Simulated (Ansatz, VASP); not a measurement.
One calculation of Bi2Te2O3, two programs

```
Bi Te O
1.0
     4.83539    0.00000    0.00000
     0.00000    4.83539    0.00000
     0.00000    0.00000    7.31337
Bi Te O
2 2 3
Direct
  0.50000 0.00000 0.40901
  0.00000 0.50000 0.40901
  0.50000 0.50000 0.12532
  0.00000 0.00000 0.72800
  0.50000 0.50000 0.73721
  0.50000 0.50000 0.54849
  0.00000 0.00000 0.98268
```

Alike in both runs: functional PBE; k mesh 3 × 3 × 2; occupations gaussian, width 0.15 eV; no spin polarisation.

Ansatz relaxed the structure, and its values are those at the end. VASP's run is a single point on that final structure, the one shown.

|  | VASP | Ansatz |
| --- | --- | --- |
| version | VASP 6.6.1 | Ansatz 0.2.0 |
| potentials or method | VASP PAW PBE potentials, release 64 (Bi_d, Te, O), cutoff 520 eV | scalar-relativistic, plane waves, PAW |
| valence electrons in the cell | 60 | 80 |

```csv
,VASP,Ansatz,Ansatz less VASP
gap on the k mesh at the Fermi level (eV),none,none,-
pressure (GPa),0.2,0.1,-0.10
rms of the force components (eV/Å),0.121,0.011,-0.1096
```

A gap of «none» marks a metal or a gap that the smearing closes. VASP's potentials hold 60 valence electrons a cell and Ansatz's 80, so a difference there can come from the potentials and not from the codes.

The k mesh is coarse, so the values compare programs but aren't converged. Spin-orbit coupling is off throughout.
